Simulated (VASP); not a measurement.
Wanted: the native input for a VASP 6.6.1 run.

```yaml
Task: single point
Functional: PBE
Potentials_or_basis: VASP PAW PBE potentials, release 64 (Sn_d)
Cutoff: 520 eV
k_mesh: 6 × 6 × 4
Occupations: gaussian, width 0.1 eV
Spin: no spin polarisation
Dipole_correction: no
Further_INCAR_settings: ALGO = Normal; EDIFF = 1e-06; NBANDS = 21
```

The structure of Sn lies in POSCAR:

```
Sn
1.0
    3.2244848952      0.0000000000      0.0000000000
   -1.6122424476      2.7924858334      0.0000000000
    0.0000000000      0.0000000000      6.4047869793
Sn
2
Direct
    0.0000000000      0.0000000000      0.7499424341
    0.0000000000      0.0000000000      0.2500575659
```

The cell was built from a structure type or drawn by symmetry, and may not be a known phase.

These files were run (other wordings do the same):

INCAR

```
  PREC = Accurate
  ENCUT = 520
  EDIFF = 1E-6
  ISMEAR = 0
  SIGMA = 0.1
  LREAL = F
  LASPH = T
  NELM = 80
  ALGO = Normal
  ISIF = 2
  LWAVE = F
  LCHARG = F
  GGA = PE
  NBANDS = 21
```

KPOINTS

```
Automatic mesh
0
Gamma
  6 6 4
```

Potentials or basis: VASP PAW PBE potentials, release 64 (Sn_d).

The run is started by

```console
$ cat potpaw_PBE.64/Sn_d/POTCAR > POTCAR
$ mpirun -np 1 vasp_std > vasp.out
```

It gave:

* Pressure: -0.2 GPa
* Band gap on the k mesh: zero (bands 14 and 15 overlap by 5.79 eV)

Caveat: the k points lie up to 0.38 Å⁻¹ apart, too coarse for converged energies and pressures of a metal; spin-orbit coupling is left out, which moves the levels of the heavy elements.

It took 28 s on 1 thread of Intel Xeon 8259CL (shared host), peak memory 0.17 GiB.
